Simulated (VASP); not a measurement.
SrO, 2 atoms in the cell. It takes space group R3m (No. 160, trigonal). Conventional cell: a = 3.751 Å, b = 3.751 Å, c = 10.092 Å, α = 90.00°, β = 90.00°, γ = 120.00°. Sr (site symmetry 3m) has 4 O at 2.36 to 2.41 Å within 3.1 Å. O (site symmetry 3m) has 4 Sr at 2.36 to 2.41 Å within 3.1 Å.  This cell differs from its parent crystal: epitaxial 111 strain -5.0%.

| Item | Value |
| --- | --- |
| Program | VASP 6.6.1 |
| Task | single point |
| Functional | r2SCAN |
| Potentials or basis | VASP PAW PBE potentials, release 64 (Sr_sv, O) |
| Cutoff | 520 eV |
| k mesh | 8 × 8 × 8 |
| Occupations | gaussian, width 0.01 eV |
| Spin | no spin polarisation |
| Dipole correction | no |
| Further INCAR settings | ALGO = Normal; EDIFF = 1e-06; NBANDS = 15 |

Potentials or basis: VASP PAW PBE potentials, release 64 (Sr_sv, O).

Run with:

```sh
$ cat potpaw_PBE.64/Sr_sv/POTCAR potpaw_PBE.64/O/POTCAR > POTCAR
$ cp INCAR.step1 INCAR
$ mpirun -np 1 vasp_std > vasp.out
$ cp INCAR.step2 INCAR
$ mpirun -np 1 vasp_std > vasp.out
```

Hardware: 1 thread of Intel(R) Xeon(R) Platinum 8375C CPU @ 2.90GHz (Ice Lake), on a shared host.

Task: How long does it take, and how much memory?

Result: Wall time 3.1 min on 1 thread of Intel(R) Xeon(R) Platinum 8375C CPU @ 2.90GHz (Ice Lake) (shared host), peak memory 0.19 GiB. Counts: k points 65.
